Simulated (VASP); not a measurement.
The system is As.

```xyz
1
Lattice="2.7377 0.0000 0.0000 0.0000 2.7377 0.0000 0.0000 0.0000 2.7377" Properties=species:S:1:pos:R:3 pbc="T T T"
As    0.0000    0.0000    0.0000
```

```yaml
Program: VASP 6.6.1
Task: relaxation of cell and atoms
Functional: LDA
Potentials_or_basis: VASP PAW LDA potentials, release 64 (As)
Cutoff: 500 eV
k_mesh: 15 × 15 × 15
Occupations: fermi-dirac, width 0.08 eV
Spin: no spin polarisation
```

At the start: pressure -5.5 GPa; volume 20.52 Å³/atom.

How do energy, volume and symmetry change on relaxing?

Over 3 steps the energy falls by 24.9 meV/atom and the volume is 19.16 Å³/atom (-6.6 %); space group Pm-3m (No. 221, to 0.05 Å).

The path:
```
step  energy change (eV)  largest force (eV/Å)  pressure (GPa)  volume (Å³)
   1              0.0000                0.0000           -5.52        20.52
   2             -0.0177                0.0000            3.59        18.49
   3             -0.0249                0.0000           -0.01        19.16
```

Final structure:
```
As
1.0
     2.67588    0.00000    0.00000
     0.00000    2.67588    0.00000
     0.00000    0.00000    2.67588
As
1
Direct
  0.00000 0.00000 0.00000
```
